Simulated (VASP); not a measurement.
Input of a VASP 6.6.1 run:

POSCAR

```
Ti3Al5
1.0
    3.9010137800      0.0000000000      0.0000000000
    0.0000000000      4.0139389400      0.0000000000
    0.0000000000      0.0000000000      8.0832905000
Ti Al
3 5
Direct
    0.0000000000      0.5000000000      0.2650652300
    0.0000000000      0.5000000000      0.7349347700
    0.5000000000      0.5000000000      0.0000000000
    0.0000000000      0.0000000000      0.0000000000
    0.0000000000      0.0000000000      0.5000000000
    0.5000000000      0.5000000000      0.5000000000
    0.5000000000      0.0000000000      0.2422336800
    0.5000000000      0.0000000000      0.7577663200
```

INCAR.step1

```
ALGO = Normal
EDIFF = 1E-4
ENCUT = 520
GGA = PE
ISMEAR = 0
LASPH = T
LCHARG = F
LREAL = F
LWAVE = T
NBANDS = 36
NELM = 100
PREC = Accurate
SIGMA = 0.1
```

File INCAR.step2:

```
ALGO = Normal
EDIFF = 1E-7
ENCUT = 520
ISIF = 2
ISMEAR = 0
ISTART = 1
LASPH = T
LCHARG = F
LMIXTAU = T
LREAL = F
LWAVE = F
METAGGA = R2SCAN
NBANDS = 36
NELM = 100
PREC = Accurate
SIGMA = 0.1
```

Contents of KPOINTS:

```
k-points
0
Gamma
  6 4 2
```

Potentials or basis: VASP PAW PBE potentials, release 64 (Ti_sv, Al).

Run with:

```sh
$ cat potpaw_PBE.64/Ti_sv/POTCAR potpaw_PBE.64/Al/POTCAR > POTCAR
$ cp INCAR.step1 INCAR
$ mpirun -np 1 vasp_std > vasp.out
$ cp INCAR.step2 INCAR
$ mpirun -np 1 vasp_std > vasp.out
```

Task: Predict the band gap on the k mesh.

Result: Zero (an odd number of electrons rules out a gap without spin polarisation).

Task: Predict the pressure.

Result: 0.2 GPa.

Task: Predict the largest force.

Result: 0.025 eV/Å.

Forces in eV/Å, atoms in the order of the input:
```
Ti   0.000  0.000 -0.008
Ti   0.000  0.000  0.008
Ti   0.000  0.000  0.000
Al   0.000  0.000  0.000
Al   0.000  0.000  0.000
Al   0.000  0.000  0.000
Al   0.000  0.000  0.025
Al   0.000  0.000 -0.025
```

Caveat: the k points lie up to 0.39 Å⁻¹ apart, too coarse for converged energies and pressures of a metal; the PAW data sets were made with another functional, which shifts forces and pressure a little.
